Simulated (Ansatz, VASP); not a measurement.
This is a calculation of BN for Ansatz 0.2.0.

The input input.yaml:

```yaml
crystal:
  lattice:
    - [2.5572306852, 0.0, 0.0]
    - [-1.2711622815, 2.2189130743, 0.0]
    - [-0.6430342018, -1.1094565371, 3.0818205403]
  atoms:
    - { symbol: "N", position: [0.668506, 0.332385, 0.984999] }
    - { symbol: B, position: [0.979643, 0.983499, 0.001806] }
kpoints:
  mp_grid: { grid: [13, 13, 9] }
scf:
  occupations: { method: fermi_dirac, width: 0.05 }
hamiltonian:
  xc: pbesol
  pseudopotentials: { kind: all_electron, lapw: { basis_error: 0.001 } }
output:
  forces: true
  stress: true
  eigenvalues: true
```

Potentials or basis: all-electron LAPW, scalar-relativistic.

Launch:

```bash
$ ansatz run input.yaml --threads 1 --pin off --max-ram 3072MiB --backend cpu --events-out ev --progress --plain --runs-dir out
```

**Question.** Translate it to VASP 6.6.1. Potentials there: VASP PAW PBE potentials, release 64 (N, B).

**Answer.** As run (the cutoff follows the program's own potentials):

The input INCAR:

```
SYSTEM = BN
PREC = Accurate
ENCUT = 520
EDIFF = 1E-6
ISMEAR = -1
SIGMA = 0.05
LREAL = .FALSE.
LASPH = .TRUE.
NELM = 60
ALGO = Normal
ISIF = 2
LWAVE = .FALSE.
LCHARG = .FALSE.
GGA = PS
NBANDS = 11
```

KPOINTS

```
Automatic mesh
0
G
  13 13 9
  0 0 0
```

File POSCAR:

```
BN
1.0
    2.5572306852      0.0000000000      0.0000000000
   -1.2711622815      2.2189130743      0.0000000000
   -0.6430342018     -1.1094565371      3.0818205403
N B
1 1
Direct
    0.6685060000      0.3323850000      0.9849990000
    0.9796430000      0.9834990000      0.0018060000
```

Potentials or basis: VASP PAW PBE potentials, release 64 (N, B).

The run is started by

```bash
$ cat potpaw_PBE.64/N/POTCAR potpaw_PBE.64/B/POTCAR > POTCAR
$ mpirun -np 1 vasp_std > vasp.out
```

Both were run:

|  | VASP | Ansatz | Ansatz less VASP |
| --- | --- | --- | --- |
| gap on the k mesh at the Fermi level (eV) | 2.73 | 2.74 | +0.006 |
| least direct gap on the mesh (eV) | 4.33 | 4.34 | +0.005 |
| pressure (GPa) | -12.3 | -12.6 | -0.27 |
| traceless stress, the component that is largest in VASP (GPa) | 15.84 | 16.27 | +0.428 |
| rms of the force components (eV/Å) | 1.386 | 1.384 | -0.0020 |

VASP's potentials were made for PBE, not for PBEsol. Atom by atom the forces differ by 0.002 eV/Å (rms over components). Ansatz ran all-electron here, and VASP with PAW potentials.
